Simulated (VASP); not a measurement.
PbO2, 3 atoms in the cell. The typed cell holds 3 atoms: a = 3.070 Å, b = 3.294 Å, c = 5.086 Å, α = 92.75°, β = 87.05°, γ = 119.57°. 

| Property | Result |
| --- | --- |
| Program | VASP 6.6.1 |
| Task | single point |
| Functional | PBE |
| Potentials or basis | VASP PAW PBE potentials, release 64 (Pb_d, O) |
| Cutoff | 600 eV |
| k mesh | 3 × 3 × 3 |
| Occupations | gaussian, width 0.01 eV |
| Spin | no spin polarisation |
| Dipole correction | no |
| Further INCAR settings | ALGO = Normal; EDIFF = 1e-06; NBANDS = 20 |

Potentials or basis: VASP PAW PBE potentials, release 64 (Pb_d, O).

Command:

```bash
$ cat potpaw_PBE.64/Pb_d/POTCAR potpaw_PBE.64/O/POTCAR > POTCAR
$ mpirun -np 1 vasp_std > vasp.out
```

Hardware: 1 thread of Intel(R) Xeon(R) 6975P-C (Granite Rapids), on a shared host.

Task: How long does it take, and how much memory?

Result: Wall time 11 s on 1 thread of Intel(R) Xeon(R) 6975P-C (Granite Rapids), on a shared host, peak memory 0.18 GiB. Counts: scf iterations 14, k points 14.
